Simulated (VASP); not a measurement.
# LiF in VASP: single point with PBE

Aim: the single point of LiF with PBE.

Everything below comes from runs of VASP 6.6.1. Logs are shortened: lines on timing, memory, paths and dates and some standing lists are left out, and cuts for length are marked.

### 1 The cell of the first run

The cell holds a sheet with vacuum, 8 atoms: a = 5.379 Å, b = 5.399 Å, c = 23.800 Å, α = 90.00°, β = 90.00°, γ = 90.20°.

### 2 Single point, PBE

Contents of INCAR:

```
PREC = Accurate ; ENCUT = 520
EDIFF = 1E-6 ; ISMEAR = 0
SIGMA = 0.1 ; LREAL = False
LASPH = True ; NELM = 100
ALGO = Normal ; ISIF = 2
LWAVE = False ; LCHARG = False
LDIPOL = True ; IDIPOL = 3
DIPOL = 0.5 0.5 0.294 ; GGA = PE
NBANDS = 30
```

Contents of KPOINTS:

```
regular mesh
0
Gamma
  4 4 1
```

Contents of POSCAR:

```
LiF
1.0
    5.3787460404     -0.0092862812      0.0000000000
   -0.0092862812      5.3994801622      0.0000000000
    0.0000000000      0.0000000000     23.8000000000
Li F
4 4
Direct
    0.2366911181      0.2593430876      0.2988545235
    0.2475352751      0.7617318119      0.2939776148
    0.7578879624      0.2721660538      0.2914249012
    0.7629670132      0.7602206469      0.2889105859
    0.0079166091      0.0121421079      0.2870638003
    0.0029381353      0.4919117796      0.3013230691
    0.4949123686     -0.0314845478      0.2857327184
    0.4891515181      0.4739690602      0.3056539636
```

Potentials or basis: VASP PAW PBE potentials, release 64 (Li_sv, F).

Launch:

```sh
> cat potpaw_PBE.64/Li_sv/POTCAR potpaw_PBE.64/F/POTCAR > POTCAR
> mpirun -np 1 vasp_std > vasp.out
```

OUTCAR:

```text
PREC = Accurate
   ENCUT = 520
   EDIFF = 1E-6
   ISMEAR = 0
   LREAL = False
   LASPH = True
   NELM = 100
   ISIF = 2
   GGA = PE

 ion  position               nearest neighbor table
   1  0.237  0.259  0.299-   6 1.78   8 1.79   5 1.83   7 2.12   3 2.58
   2  0.248  0.762  0.294-   7 1.75   5 1.88   6 1.97   8 2.05
   3  0.758  0.272  0.291-   6 1.79   8 1.84   5 1.95   7 2.17   1 2.58
   4  0.763  0.760  0.289-   7 1.83   5 1.89   6 1.97   8 2.17
   5  0.008  0.012  0.287-   1 1.83   2 1.88   4 1.89   3 1.95
   6  0.003  0.492  0.301-   1 1.78   3 1.79   4 1.97   2 1.97
   7  0.495  0.969  0.286-   2 1.75   4 1.83   1 2.12   3 2.17
   8  0.489  0.474  0.306-   1 1.79   3 1.84   2 2.05   4 2.17

  LATTYP: Found a simple monoclinic cell.
 ALAT       =     5.3787540567
 B/A-ratio  =     4.4248165559
 C/A-ratio  =     1.0038548130
 COS(beta)  =    -0.0034463140

  Lattice vectors:

 A1 = (   5.3787460404,  -0.0092862812,   0.0000000000)
 A2 = (   0.0000000000,   0.0000000000, -23.8000000000)
 A3 = (  -0.0092862812,   5.3994801622,   0.0000000000)

Analysis of symmetry for initial positions (statically):
=====================================================================
 Subroutine PRICEL returns:
 Original cell was already a primitive cell.

 Routine SETGRP: Setting up the symmetry group for a
 simple monoclinic supercell.

 Subroutine GETGRP returns: Found  1 space group operations
 (whereof  1 operations were pure point group operations)
 out of a pool of  4 trial point group operations.

The static configuration has the point symmetry C_1 .

Analysis of symmetry for dynamics (positions and initial velocities):
=====================================================================
 Subroutine PRICEL returns:
 Original cell was already a primitive cell.

 Routine SETGRP: Setting up the symmetry group for a
 simple monoclinic supercell.

 Subroutine GETGRP returns: Found  1 space group operations
 (whereof  1 operations were pure point group operations)
 out of a pool of  4 trial point group operations.

The dynamic configuration has the point symmetry C_1 .

 Subroutine INISYM returns: Found  1 space group operations
 (whereof  1 operations are pure point group operations),
 and found     1 'primitive' translations

----------------------------------------------------------------------------------------

                                     Primitive cell

  volume of cell :     691.2078

  direct lattice vectors                    reciprocal lattice vectors
     5.378746040 -0.009286281  0.000000000     0.185917491  0.000319750  0.000000000
    -0.009286281  5.399480162  0.000000000     0.000319750  0.185203564  0.000000000
     0.000000000  0.000000000 23.800000000     0.000000000  0.000000000  0.042016807

  length of vectors
     5.378754057  5.399488148 23.800000000     0.185917766  0.185203840  0.042016807

  position of ions in fractional coordinates (direct lattice)
     0.236691118  0.259343088  0.298854523
     0.247535275  0.761731812  0.293977615
     0.757887962  0.272166054  0.291424901
     0.762967013  0.760220647  0.288910586
     0.007916609  0.012142108  0.287063800
     0.002938135  0.491911780  0.301323069
     0.494912369  0.968515452  0.285732718
     0.489151518  0.473969060  0.305653964

  ion indices of the primitive-cell ions
   primitive index   ion index
                 1           1
                 2           2
                 3           3
                 4           4
                 5           5
                 6           6
                 7           7
                 8           8

----------------------------------------------------------------------------------------

 KPOINTS: regular mesh

Automatic generation of k-mesh.
 Grid dimensions read from file:
 generate k-points for:    4    4    1

 Generating k-lattice:

  Cartesian coordinates                     Fractional coordinates (reciprocal lattice)
     0.046479373  0.000079937  0.000000000     0.250000000 -0.000000000  0.000000000
     0.000079937  0.046300891  0.000000000    -0.000000000  0.250000000  0.000000000
     0.000000000  0.000000000  0.042016807     0.000000000  0.000000000  1.000000000

  Length of vectors
     0.046479442  0.046300960  0.042016807

  Shift w.r.t. Gamma in fractional coordinates (k-lattice)
     0.000000000  0.000000000  0.000000000

 Subroutine IBZKPT returns following result:
 ===========================================

 Found     10 irreducible k-points:

 Following reciprocal coordinates:
            Coordinates               Weight
  0.000000  0.000000  0.000000      1.000000
  0.250000  0.000000  0.000000      2.000000
  0.500000  0.000000  0.000000      1.000000
  0.000000  0.250000  0.000000      2.000000
  0.250000  0.250000  0.000000      2.000000
  0.500000  0.250000  0.000000      2.000000
 -0.250000  0.250000  0.000000      2.000000
  0.000000  0.500000  0.000000      1.000000
  0.250000  0.500000  0.000000      2.000000
  0.500000  0.500000  0.000000      1.000000
   k-points           NKPTS =     10   k-points in BZ     NKDIM =     10   number of bands    NBANDS=     30
   number of dos      NEDOS =    301   number of ions     NIONS =      8
   total plane-waves  NPLWV = 288000
   dimension x,y,z NGX =    40 NGY =   40 NGZ =  180
   dimension x,y,z NGXF=    80 NGYF=   80 NGZF=  360
   ions per type =               4   4
   NGX,Y,Z   is equivalent  to a cutoff of  12.36, 12.32, 12.57 a.u.
   NGXF,Y,Z  is equivalent  to a cutoff of  24.73, 24.63, 25.15 a.u.
 SYSTEM =  unknown system
   PREC   = accura    normal or accurate (medium, high low for compatibility)
   ISTART =      0    job   : 0-new  1-cont  2-samecut
   ICHARG =      2    charge: 1-file 2-atom 10-const
   ISPIN  =      1    spin polarized calculation?
   LNONCOLLINEAR =      F non collinear calculations
   LSORBIT =      F    spin-orbit coupling
   LASPH  =      T    aspherical Exc in radial PAW
   ENCUT  =  520.0 eV  38.22 Ry    6.18 a.u.  10.00 10.04 44.25*2*pi/ulx,y,z
   NELM   =    100;   NELMIN=  2; NELMDL= -5     # of ELM steps
   EDIFF  = 0.1E-05   stopping-criterion for ELM
   LREAL  =      F    real-space projection
   EDIFFG = 0.1E-04   stopping-criterion for IOM
   NSW    =      0    number of steps for IOM
   IBRION =     -1    ionic relax: 0-MD 1-quasi-New 2-CG
   NFREE  =      0    steps in history (QN), initial steepest desc. (CG)
   ISIF   =      2    stress and relaxation
   ISYM   =      2    0-nonsym 1-usesym 2-fastsym
   POTIM  = 0.5000    time-step for ionic-motion
   TEBEG  =    0.0;   TEEND  =   0.0 temperature during run
   PSTRESS=    0.0 pullay stress
   NELECT =      40.0000    total number of electrons
   NUPDOWN=      -1.0000    fix difference up-down
   EMIN   =  10.00;   EMAX   =-10.00  energy-range for DOS
   EFERMI =   0.00;   METHOD = LEGACY
   ISMEAR =     0;   SIGMA  =   0.10  broadening in eV -4-tet -1-fermi 0-gaus
   EFERMI_NEDOS =   21; number of points for ismear=-14 and -15
   IALGO  =     38    algorithm
   IMIX   =      4    mixing-type and parameters
     AMIX     =   0.40;   BMIX     =  1.00
     AMIX_MAG =   1.60;   BMIX_MAG =  1.00
  volume/ion in A,a.u.               =      86.40       583.06
  Fermi-wavevector in a.u.,A,eV,Ry     =   0.633226  1.196623  5.455595  0.400975
  Thomas-Fermi vector in A             =   1.696810
   LORBIT       =      0    0 simple, 1 ext, 2 COOP (PROOUT), +10 PAW based schemes
   GGA     = PE    functional components
   LHFCALC =     F    Hartree Fock is set to
   AEXX    =    0.0000 exact exchange contribution
   IVDW    =     0    specifies the selected vdW correction
   LEPSILON=     F    determine dielectric tensor
   LRPA    =     F    only Hartree local field effects (RPA)
 non-spin polarized calculation
 Gauss-broadening in eV      SIGMA  =   0.10
  energy-cutoff  :      520.00
  volume of cell :      691.21
 maximum number of plane-waves:     18642
   NGX = 21   NGY = 21   NGZ = 89

 dipolmoment           0.000000      0.000000     -0.000008 electrons x Angstroem

 number of electron      39.9999996 magnetization

 dipolmoment           0.000000      0.000000      0.072172 electrons x Angstroem

 Free energy of the ion-electron system (eV)
  ---------------------------------------------------
  ext. energy  EPLUGINS =         0.00000000
  ---------------------------------------------------
  free energy    TOTEN  =       -37.23723112 eV

  energy without entropy =      -37.23723112  energy(sigma->0) =      -37.23723112

 E-fermi :  -6.0974     XC(G=0):  -1.4189

 val. band max:       -6.5552087602   @ k =   0.0000   0.0000   0.0000
 cond. band min:      -0.5273313859   @ k =   0.0000   0.0000   0.0000
 fundamental gap:      6.0278773743
 Fermi energy:        -6.0974305719

 k-point     1 :       0.0000    0.0000    0.0000
  band No.  band energies     occupation
      1     -48.2280      2.00000
      2     -48.0128      2.00000
      3     -47.8484      2.00000
      4     -47.6365      2.00000
      5     -26.4788      2.00000
      6     -26.2671      2.00000
[... 22 lines left out ...]
     29       3.5470      0.00000
     30       3.8842      0.00000

 k-point     2 :       0.2500    0.0000    0.0000
  band No.  band energies     occupation
      1     -48.2276      2.00000
      2     -48.0123      2.00000
      3     -47.8489      2.00000
      4     -47.6369      2.00000
      5     -26.4745      2.00000
      6     -26.2454      2.00000
[... 22 lines left out ...]
     29       3.2417      0.00000
     30       3.4970      0.00000

 k-point     3 :       0.5000    0.0000    0.0000
  band No.  band energies     occupation
      1     -48.2272      2.00000
      2     -48.0119      2.00000
      3     -47.8493      2.00000
      4     -47.6374      2.00000
      5     -26.4701      2.00000
      6     -26.2214      2.00000
[... 22 lines left out ...]
     29       2.7770      0.00000
     30       2.7994      0.00000

 k-point     4 :       0.0000    0.2500    0.0000
  band No.  band energies     occupation
      1     -48.2275      2.00000
      2     -48.0133      2.00000
      3     -47.8478      2.00000
      4     -47.6372      2.00000
      5     -26.4570      2.00000
      6     -26.2878      2.00000
[... 22 lines left out ...]
     29       3.2547      0.00000
     30       3.4783      0.00000

 k-point     5 :       0.2500    0.2500    0.0000
  band No.  band energies     occupation
      1     -48.2271      2.00000
      2     -48.0129      2.00000
      3     -47.8482      2.00000
      4     -47.6376      2.00000
      5     -26.4508      2.00000
      6     -26.2692      2.00000
[... 22 lines left out ...]
     29       3.0046      0.00000
     30       3.1292      0.00000

 k-point     6 :       0.5000    0.2500    0.0000
  band No.  band energies     occupation
      1     -48.2267      2.00000
      2     -48.0125      2.00000
      3     -47.8486      2.00000
      4     -47.6381      2.00000
      5     -26.4446      2.00000
      6     -26.2487      2.00000
[... 22 lines left out ...]
     29       3.0850      0.00000
     30       3.1202      0.00000

 k-point     7 :      -0.2500    0.2500    0.0000
  band No.  band energies     occupation
      1     -48.2271      2.00000
      2     -48.0129      2.00000
      3     -47.8482      2.00000
      4     -47.6376      2.00000
      5     -26.4509      2.00000
      6     -26.2691      2.00000
[... 22 lines left out ...]
     29       3.0078      0.00000
     30       3.1320      0.00000

 k-point     8 :       0.0000    0.5000    0.0000
  band No.  band energies     occupation
      1     -48.2269      2.00000
      2     -48.0139      2.00000
      3     -47.8471      2.00000
      4     -47.6379      2.00000
      5     -26.4277      2.00000
      6     -26.3159      2.00000
[... 22 lines left out ...]
     29       2.7779      0.00000
     30       2.7998      0.00000

 k-point     9 :       0.2500    0.5000    0.0000
  band No.  band energies     occupation
      1     -48.2265      2.00000
      2     -48.0135      2.00000
      3     -47.8475      2.00000
      4     -47.6383      2.00000
      5     -26.4183      2.00000
      6     -26.3017      2.00000
[... 22 lines left out ...]
     29       3.0984      0.00000
     30       3.1283      0.00000

 k-point    10 :       0.5000    0.5000    0.0000
  band No.  band energies     occupation
      1     -48.2262      2.00000
      2     -48.0130      2.00000
      3     -47.8479      2.00000
      4     -47.6388      2.00000
      5     -26.4086      2.00000
      6     -26.2865      2.00000
[... 22 lines left out ...]
     29       3.1527      0.00000
     30       3.1675      0.00000

------------------------ aborting loop because EDIFF is reached ----------------------------------------

 vacuum level on the upper side and lower side of the slab       (xc-potential included)         0.215        -0.225

  FORCE on cell =-STRESS in cart. coord.  units (eV):
  Direction    XX          YY          ZZ          XY          YZ          ZX
  --------------------------------------------------------------------------------------
  -------------------------------------------------------------------------------------
  Total        1.4674296      0.3074614     -0.3824899      0.6045389      0.2300500      0.1409648
  in kB        3.4014117      0.7126766     -0.8865881      1.4012841      0.5332419      0.3267476
  external PRESSURE =       1.0758334 kB  Pullay stress =       0.0000000 kB

 VOLUME and BASIS-vectors are now :
 -----------------------------------------------------------------------------
  energy-cutoff  :      520.00
  volume of cell :      691.21
      direct lattice vectors                 reciprocal lattice vectors
     5.378746040 -0.009286281  0.000000000     0.185917491  0.000319750  0.000000000
    -0.009286281  5.399480162  0.000000000     0.000319750  0.185203564  0.000000000
     0.000000000  0.000000000 23.800000000     0.000000000  0.000000000  0.042016807

 POSITION                                       TOTAL-FORCE (eV/Angst)
 -----------------------------------------------------------------------------------
      1.27069      1.39812      7.11274         0.464781     -0.435926     -0.035464
      1.32436      4.11066      6.99667        -0.035776     -0.556560      0.163474
      4.07396      1.46252      6.93591        -0.436955     -0.634661      0.178005
      4.09675      4.09771      6.87607        -0.218282     -0.131143      0.319276
      0.04247      0.06549      6.83212        -0.454119     -0.352162      0.023219
      0.01124      2.65604      7.17149        -0.335272      0.998712     -0.289862
      2.65301      5.22488      6.80044         0.556265      0.663700     -0.064429
      2.62662      2.55464      7.27456         0.459357      0.448040     -0.294218
 -----------------------------------------------------------------------------------
    total drift:                               -0.000787      0.000923     -0.003242

  FREE ENERGIE OF THE ION-ELECTRON SYSTEM (eV)
  ---------------------------------------------------
  free  energy   TOTEN  =       -37.2372311165 eV

  energy  without entropy=      -37.2372311165  energy(sigma->0) =      -37.23723112

 vacuum level on the upper side and lower side of the slab         0.835         0.385
```

Run time: 5.5 min. Hardware: 1 thread of Intel Xeon Platinum 8259CL at 2.50GHz (Skylake/Cascade Lake), shared host; peak memory 0.67 GiB.

What came out:

- Free energy: -37.2372 eV
- Largest force: 1.093 eV/Å
- Band gap on the k mesh: 6.03 eV

Forces in eV/Å, atoms in the order of the input:
```
Li   0.465 -0.436 -0.035
Li  -0.036 -0.557  0.163
Li  -0.437 -0.635  0.178
Li  -0.218 -0.131  0.319
F   -0.454 -0.352  0.023
F   -0.335  0.999 -0.290
F    0.556  0.664 -0.064
F    0.459  0.448 -0.294
```

Caveat: the cutoff is under 1.25 times the usual one of these potentials, so pressure, stress and relaxed cells hold a basis-set (Pulay) error.
